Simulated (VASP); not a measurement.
# Sn (I4_1/amd) in VASP: further runs, part 2 of 2

VASP 6.6.1.

### 4 Single point, PBE

This run uses another cell than the first one, of 27.65 Å³/atom.

INCAR

```
PREC = Accurate
ENCUT = 520
EDIFF = 1E-6
ISMEAR = 0
SIGMA = 0.018000000000000002
LREAL = F
LASPH = T
NELM = 100
ALGO = Normal
ISIF = 2
LWAVE = F
LCHARG = T
GGA = PE
LELF = T
LVHAR = T
NBANDS = 21
```

KPOINTS

```
regular mesh
0
Gamma
  9 9 9
```

POSCAR

```
Sn
1.0
   -2.9401404553      2.9401404553      1.5993019889
    2.9401404553     -2.9401404553      1.5993019889
    2.9401404553      2.9401404553     -1.5993019889
Sn
2
Direct
    0.0000000000      0.0000000000      0.0000000000
    0.7500000000      0.2500000000      0.5000000000
```

Potentials or basis: VASP PAW PBE potentials, release 64 (Sn_d).

The run is started by

```sh
cat potpaw_PBE.64/Sn_d/POTCAR > POTCAR
mpirun -np 1 vasp_std > vasp.out
```

OUTCAR:

```text
PREC = Accurate
   ENCUT = 520
   EDIFF = 1E-6
   ISMEAR = 0
   LREAL = F
   LASPH = T
   NELM = 100
   ISIF = 2
   GGA = PE

 ion  position               nearest neighbor table
   1  0.000  0.000  0.000-   2 3.05   2 3.05   2 3.05   2 3.05
   2  0.750  0.250  0.500-   1 3.05   1 3.05   1 3.05   1 3.05

  LATTYP: Found a body centered tetragonal cell.
 ALAT       =     5.8802809106
 C/A-ratio  =     0.5439542815

  Lattice vectors:

 A1 = (  -2.9401404553,   2.9401404553,   1.5993019889)
 A2 = (   2.9401404553,  -2.9401404553,   1.5993019889)
 A3 = (   2.9401404553,   2.9401404553,  -1.5993019889)

Analysis of symmetry for initial positions (statically):
=====================================================================
 Subroutine PRICEL returns:
 Original cell was already a primitive cell.

 Routine SETGRP: Setting up the symmetry group for a
 body centered tetragonal supercell.

 Subroutine GETGRP returns: Found 16 space group operations
 (whereof  8 operations were pure point group operations)
 out of a pool of 16 trial point group operations.

The static configuration has the point symmetry D_2d.
 The point group associated with its full space group is D_4h.

Analysis of symmetry for dynamics (positions and initial velocities):
=====================================================================
 Subroutine PRICEL returns:
 Original cell was already a primitive cell.

 Routine SETGRP: Setting up the symmetry group for a
 body centered tetragonal supercell.

 Subroutine GETGRP returns: Found 16 space group operations
 (whereof  8 operations were pure point group operations)
 out of a pool of 16 trial point group operations.

The dynamic configuration has the point symmetry D_2d.
 The point group associated with its full space group is D_4h.

 Subroutine INISYM returns: Found 16 space group operations
 (whereof  8 operations are pure point group operations),
 and found     1 'primitive' translations

----------------------------------------------------------------------------------------

                                     Primitive cell

  volume of cell :      55.3002

  direct lattice vectors                    reciprocal lattice vectors
    -2.940140455  2.940140455  1.599301989     0.000000000  0.170059903  0.312636390
     2.940140455 -2.940140455  1.599301989     0.170059903  0.000000000  0.312636390
     2.940140455  2.940140455 -1.599301989     0.170059903  0.170059903  0.000000000

  length of vectors
     4.454954393  4.454954393  4.454954393     0.355895888  0.355895888  0.240501021

  position of ions in fractional coordinates (direct lattice)
     0.000000000  0.000000000  0.000000000
     0.750000000  0.250000000  0.500000000

  ion indices of the primitive-cell ions
   primitive index   ion index
                 1           1
                 2           2

----------------------------------------------------------------------------------------

 KPOINTS: regular mesh

Automatic generation of k-mesh.
 Grid dimensions read from file:
 generate k-points for:    9    9    9

 Generating k-lattice:

  Cartesian coordinates                     Fractional coordinates (reciprocal lattice)
     0.000000000  0.018895545  0.034737377     0.111111111 -0.000000000  0.000000000
     0.018895545  0.000000000  0.034737377    -0.000000000  0.111111111  0.000000000
     0.018895545  0.018895545  0.000000000     0.000000000  0.000000000  0.111111111

  Length of vectors
     0.039543988  0.039543988  0.026722336

  Shift w.r.t. Gamma in fractional coordinates (k-lattice)
     0.000000000  0.000000000  0.000000000

 Subroutine IBZKPT returns following result:
 ===========================================

 Found     75 irreducible k-points:

 Following reciprocal coordinates:
            Coordinates               Weight
  0.000000  0.000000  0.000000      1.000000
  0.111111 -0.000000  0.000000      8.000000
  0.222222 -0.000000  0.000000      8.000000
  0.333333 -0.000000  0.000000      8.000000
  0.444444 -0.000000  0.000000      8.000000
  0.111111  0.111111  0.000000      8.000000
[... 16 lines left out ...]
 -0.333333  0.333333  0.000000      4.000000
  0.444444  0.444444 -0.000000      8.000000
 [... further k-points ...]
   k-points           NKPTS =     75   k-points in BZ     NKDIM =     75   number of bands    NBANDS=     21
   number of dos      NEDOS =    301   number of ions     NIONS =      2
   total plane-waves  NPLWV =  46656
   dimension x,y,z NGX =    36 NGY =   36 NGZ =   36
   dimension x,y,z NGXF=    72 NGYF=   72 NGZF=   72
   ions per type =               2
   NGX,Y,Z   is equivalent  to a cutoff of  13.43, 13.43, 13.43 a.u.
   NGXF,Y,Z  is equivalent  to a cutoff of  26.87, 26.87, 26.87 a.u.
 SYSTEM =  unknown system
   PREC   = accura    normal or accurate (medium, high low for compatibility)
   ISTART =      0    job   : 0-new  1-cont  2-samecut
   ICHARG =      2    charge: 1-file 2-atom 10-const
   ISPIN  =      1    spin polarized calculation?
   LNONCOLLINEAR =      F non collinear calculations
   LSORBIT =      F    spin-orbit coupling
   LASPH  =      T    aspherical Exc in radial PAW
   ENCUT  =  520.0 eV  38.22 Ry    6.18 a.u.   8.28  8.28  8.28*2*pi/ulx,y,z
   NELM   =    100;   NELMIN=  2; NELMDL= -5     # of ELM steps
   EDIFF  = 0.1E-05   stopping-criterion for ELM
   LREAL  =      F    real-space projection
   EDIFFG = 0.1E-04   stopping-criterion for IOM
   NSW    =      0    number of steps for IOM
   IBRION =     -1    ionic relax: 0-MD 1-quasi-New 2-CG
   NFREE  =      0    steps in history (QN), initial steepest desc. (CG)
   ISIF   =      2    stress and relaxation
   ISYM   =      2    0-nonsym 1-usesym 2-fastsym
   POTIM  = 0.5000    time-step for ionic-motion
   TEBEG  =    0.0;   TEEND  =   0.0 temperature during run
   PSTRESS=    0.0 pullay stress
   NELECT =      28.0000    total number of electrons
   NUPDOWN=      -1.0000    fix difference up-down
   EMIN   =  10.00;   EMAX   =-10.00  energy-range for DOS
   EFERMI =   0.00;   METHOD = LEGACY
   ISMEAR =     0;   SIGMA  =   0.02  broadening in eV -4-tet -1-fermi 0-gaus
   EFERMI_NEDOS =   21; number of points for ismear=-14 and -15
   IALGO  =     38    algorithm
   IMIX   =      4    mixing-type and parameters
     AMIX     =   0.40;   BMIX     =  1.00
     AMIX_MAG =   1.60;   BMIX_MAG =  1.00
  volume/ion in A,a.u.               =      27.65       186.59
  Fermi-wavevector in a.u.,A,eV,Ry     =   1.304824  2.465760 23.164816  1.702566
  Thomas-Fermi vector in A             =   2.435734
   LORBIT       =      0    0 simple, 1 ext, 2 COOP (PROOUT), +10 PAW based schemes
   GGA     = PE    functional components
   LHFCALC =     F    Hartree Fock is set to
   AEXX    =    0.0000 exact exchange contribution
   IVDW    =     0    specifies the selected vdW correction
   LEPSILON=     F    determine dielectric tensor
   LRPA    =     F    only Hartree local field effects (RPA)
 non-spin polarized calculation
 Gauss-broadening in eV      SIGMA  =   0.02
  energy-cutoff  :      520.00
  volume of cell :       55.30
 maximum number of plane-waves:      1507
 NGX is ok and might be reduce to    36
   NGX = 17   NGY = 17   NGZ = 17

 number of electron      27.9999989 magnetization

 Free energy of the ion-electron system (eV)
  ---------------------------------------------------
  ext. energy  EPLUGINS =         0.00000000
  ---------------------------------------------------
  free energy    TOTEN  =        -7.59708939 eV

  energy without entropy =       -7.59678343  energy(sigma->0) =       -7.59693641

 E-fermi :   7.7526     XC(G=0): -10.2172

 val. band max:        7.7389843545   @ k =   0.4444   0.3333   0.0000
 cond. band min:       7.7579890908   @ k =  -0.2222  -0.2222   0.1111
 fundamental gap:      0.0190047363
 Fermi energy:         7.7525836467

 k-point     1 :       0.0000    0.0000    0.0000
  band No.  band energies     occupation
      1     -13.8839      2.00000
      2     -13.8069      2.00000
      3     -13.7636      2.00000
      4     -13.7544      2.00000
      5     -13.6126      2.00000
      6     -13.6126      2.00000
[... 13 lines left out ...]
     20      17.4945      0.00000
     21      18.1656      0.00000
[... 529 lines left out ...]
 k-point    24 :       0.4444    0.4444   -0.0000
  band No.  band energies     occupation
      1     -13.7893      2.00000
      2     -13.7888      2.00000
      3     -13.7313      2.00000
      4     -13.7295      2.00000
      5     -13.6404      2.00000
      6     -13.6338      2.00000
[... 13 lines left out ...]
     20      18.4364      0.00000
     21      18.9035      0.00000

 [... further k-points ...]

------------------------ aborting loop because EDIFF is reached ----------------------------------------

  FORCE on cell =-STRESS in cart. coord.  units (eV):
  Direction    XX          YY          ZZ          XY          YZ          ZX
  --------------------------------------------------------------------------------------
  -------------------------------------------------------------------------------------
  Total        0.5130182      0.5130182      0.3950079      0.0000000      0.0000000      0.0000000
  in kB       14.8633503     14.8633503     11.4443126      0.0000000      0.0000000      0.0000000
  external PRESSURE =      13.7236711 kB  Pullay stress =       0.0000000 kB

 VOLUME and BASIS-vectors are now :
 -----------------------------------------------------------------------------
  energy-cutoff  :      520.00
  volume of cell :       55.30
      direct lattice vectors                 reciprocal lattice vectors
    -2.940140455  2.940140455  1.599301989     0.000000000  0.170059903  0.312636390
     2.940140455 -2.940140455  1.599301989     0.170059903  0.000000000  0.312636390
     2.940140455  2.940140455 -1.599301989     0.170059903  0.170059903  0.000000000

 POSITION                                       TOTAL-FORCE (eV/Angst)
 -----------------------------------------------------------------------------------
      0.00000      0.00000      0.00000         0.000000     -0.000000      0.000000
      0.00000      2.94014      0.79965        -0.000000      0.000000     -0.000000
 -----------------------------------------------------------------------------------
    total drift:                               -0.000000      0.000000     -0.000000

  FREE ENERGIE OF THE ION-ELECTRON SYSTEM (eV)
  ---------------------------------------------------
  free  energy   TOTEN  =        -7.5970893936 eV

  energy  without entropy=       -7.5967834296  energy(sigma->0) =       -7.59693641
```

stdout:

```text
POSCAR found type information on POSCAR Sn
 POSCAR found :  1 types and       2 ions
 scaLAPACK will be used
 LDA part: xc-table for (Slater+PW92), standard interpolation
 POSCAR, INCAR and KPOINTS ok, starting setup
 FFT: planning ... GRIDC
 FFT: planning ... GRID_SOFT
 FFT: planning ... GRID
 WAVECAR not read
 entering main loop
```

Wall time 73 s (1 thread of Intel Xeon Platinum 8488C (Sapphire Rapids), shared host); peak memory 0.23 GiB.

What came out:

| Property | Result |
| --- | --- |
| Free energy | -7.5971 eV |
| Pressure | 1.4 GPa |
| Band gap on the k mesh | zero (bands 14 and 15 overlap by 3.97 eV) |

Stress tensor (GPa, compression positive):
```
1.49 0.00 0.00
0.00 1.49 0.00
0.00 0.00 1.14
```

Levels at points of the mesh, in eV from the Fermi level:
```
           k point  band 12  band 13  band 14  band 15  band 16  band 17
(0.00, 0.00, 0.00)    -3.71    -1.94    -1.94     2.99     6.12     6.12
```

Caveat: spin-orbit coupling is left out, which moves the levels of the heavy elements.

### 5 Single point, PBE

This run uses another cell than the first one, of 28.43 Å³/atom.

INCAR

```
PREC     = Accurate       # precision mode
ENCUT    = 520            # plane-wave cutoff, eV
EDIFF    = 1E-7           # SCF threshold, eV
ISMEAR   = -1             # smearing method
SIGMA    = 0.05           # smearing width, eV
LREAL    = False          # projectors in reciprocal space
LASPH    = True           # aspherical terms in the spheres
NELM     = 100            # most SCF steps
ALGO     = Normal         # electronic algorithm
ISIF     = 2              # what is computed and relaxed
LWAVE    = False          # write WAVECAR
LCHARG   = True           # write CHGCAR
GGA      = PE             # functional
LELF     = True           # ELF
LVHAR    = True         
NBANDS   = 21             # bands
```

KPOINTS is that of step 4.

POSCAR

```
Sn
1.0
   -2.9718088973      2.9718088973      1.6097042114
    2.9718088973     -2.9718088973      1.6097042114
    2.9718088973      2.9718088973     -1.6097042114
Sn
2
Direct
    0.0000000000      0.0000000000      0.0000000000
    0.7500000000      0.2500000000      0.5000000000
```

The run is started by

```sh
cat potpaw_PBE.64/Sn_d/POTCAR > POTCAR
mpirun -np 1 vasp_std > vasp.out
```

Run time: 96 s. Hardware: 1 thread of Intel Xeon Platinum 8488C (Sapphire Rapids), shared host; peak memory 0.23 GiB.

It converged, with:

```yaml
Free_energy: -7.6081 eV
Pressure: -0.1 GPa
Band_gap_on_the_k_mesh: zero (bands 14 and 15 overlap by 3.81 eV)
```

Levels at points of the mesh, in eV from the Fermi level:
| k point | band 12 | band 13 | band 14 | band 15 | band 16 | band 17 |
| --- | --- | --- | --- | --- | --- | --- |
| (0.00, 0.00, 0.00) | -3.83 | -1.88 | -1.88 | 3.02 | 5.94 | 5.94 |

Caveat: spin-orbit coupling is left out, which moves the levels of the heavy elements.

### 6 The runs side by side

| level | cell | smearing | gap on the mesh (eV) | pressure (GPa) |
| --- | --- | --- | --- | --- |
| revPBE+D3(BJ) | a = 4.415 Å, angles 97.3, 97.3, 138.2°, 2 atoms | fermi-dirac 0.05 eV | none | -0.1 |
| PBE+D3(BJ) | a = 4.436 Å, angles 97.3, 97.3, 138.1°, 2 atoms | fermi-dirac 0.05 eV | none | 0.0 |
| PBE | a = 4.455 Å, angles 97.4, 97.4, 137.9°, 2 atoms | gaussian 0.018 eV | none | 1.4 |
| PBE | a = 4.500 Å, angles 97.3, 97.3, 138.1°, 2 atoms | fermi-dirac 0.05 eV | none | -0.1 |

Alike in all rows: task single point; potentials or basis VASP PAW PBE potentials, release 64 (Sn_d); no spin polarisation; k mesh 9 × 9 × 9; cutoff (eV) 520.

Caveats: spin-orbit coupling is left out, which moves the levels of the heavy elements; the PAW data sets were made with another functional, which shifts forces and pressure a little (at least some runs).

Absolute energies hang on the potentials; compare differences alone.
